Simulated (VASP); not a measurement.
Input of a VASP 6.6.1 run:

INCAR

```
PREC = Accurate ; ENCUT = 520
EDIFF = 1E-6 ; ISMEAR = 0
SIGMA = 0.01 ; LREAL = False
LASPH = True ; NELM = 80
ALGO = Normal ; ISIF = 2
LWAVE = False ; LCHARG = False
GGA = PE ; NBANDS = 12
```

KPOINTS

```
regular mesh
0
Gamma
  12 12 6
```

POSCAR

```
LiH
1.0
    2.7815484433      0.0000000000      0.0000000000
   -1.3907742217      2.4088916138      0.0000000000
    0.0000000000      0.0000000000      4.8729607009
Li H
2 2
Direct
    0.0000000000      0.0000000000      0.0000000000
    0.0000000000      0.0000000000      0.5000000000
    0.3333333333      0.6666666667      0.2500000000
    0.6666666667      0.3333333333      0.7500000000
```

Potentials or basis: VASP PAW PBE potentials, release 64 (Li_sv, H).

Command:

```bash
$ cat potpaw_PBE.64/Li_sv/POTCAR potpaw_PBE.64/H/POTCAR > POTCAR
$ mpirun -np 1 vasp_std > vasp.out
```

(1) What does it give for the band gap on the k mesh?

Results:

(1) 4.36 eV, indirect (least direct gap 4.96 eV).
